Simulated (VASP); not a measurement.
B: relaxation of cell and atoms with PBEsol

B:

```
CELL_PARAMETERS angstrom
0.00000 1.72548 1.72548
1.72548 0.00000 1.72548
1.72548 1.72548 0.00000
ATOMIC_POSITIONS crystal
B 0.87500 0.87500 0.87500
B 0.12500 0.12500 0.12500
```

```json
{"Program": "VASP 6.6.1", "Task": "relaxation of cell and atoms", "Functional": "PBEsol", "Potentials or basis": "VASP PAW PBE potentials, release 64 (B)", "Cutoff": "600 eV", "k mesh": "18 × 18 × 18", "Occupations": "fermi-dirac, width 0.1 eV", "Spin": "no spin polarisation", "Target pressure": "190 GPa", "Dipole correction": "no", "Further INCAR settings": "ALGO = Normal; EDIFF = 1e-07; IBRION = 2; EDIFFG = -0.005; NSW = 32; ISIF = 3"}
```

```
Relaxed volume                                         : 5.14 Å³/atom
Relaxed cell                                           : a = 2.441 Å, b = 2.441 Å, c = 2.441 Å, α = 60.00°, β = 60.00°, γ = 60.00°
Space group after relaxing (to 0.05 Å)                 : Fd-3m (No. 227)
Energy change on relaxing (the enthalpy is what falls) : -8.9 meV/atom
Ionic steps                                            : 3
Pressure after relaxing                                : 190.0 GPa
Band gap on the k mesh                                 : zero (band 3 reaches 14.10 eV, above the bottom of band 4 at 3.10 eV)
```

The path:
```
step  energy change (eV)  largest force (eV/Å)  pressure (GPa)  volume (Å³)
   1              0.0000                0.0000          191.07        10.27
   2             -0.0603                0.0000          187.48        10.33
   3             -0.0178                0.0000          190.01        10.29
```

Final structure:
```
B
1.0
     0.00000    1.72632    1.72632
     1.72632    0.00000    1.72632
     1.72632    1.72632    0.00000
B
2
Direct
  0.87500 0.87500 0.87500
  0.12500 0.12500 0.12500
```

Levels at points of the mesh, in eV from the Fermi level:
```
           k point  band 1  band 2  band 3  band 4  band 5  band 6  band 7
(0.00, 0.00, 0.00)  -16.84    5.98    5.98    5.98   10.96   10.96   10.96
(0.50, 0.00, 0.00)  -10.44   -9.23    2.47    2.47   13.27   13.27   19.36
(0.50, 0.50, 0.00)   -7.46   -7.46   -2.18   -2.18    9.74    9.74   26.86
```

Run time: 22 s on 1 thread of Intel(R) Xeon(R) Platinum 8259CL CPU @ 2.50GHz (Skylake/Cascade Lake), with other jobs on the host, peak memory 0.13 GiB.

Caveat: the cell is relaxed towards a set pressure, so the enthalpy falls and the energy may rise; the PAW data sets were made with another functional, which shifts forces and pressure a little.
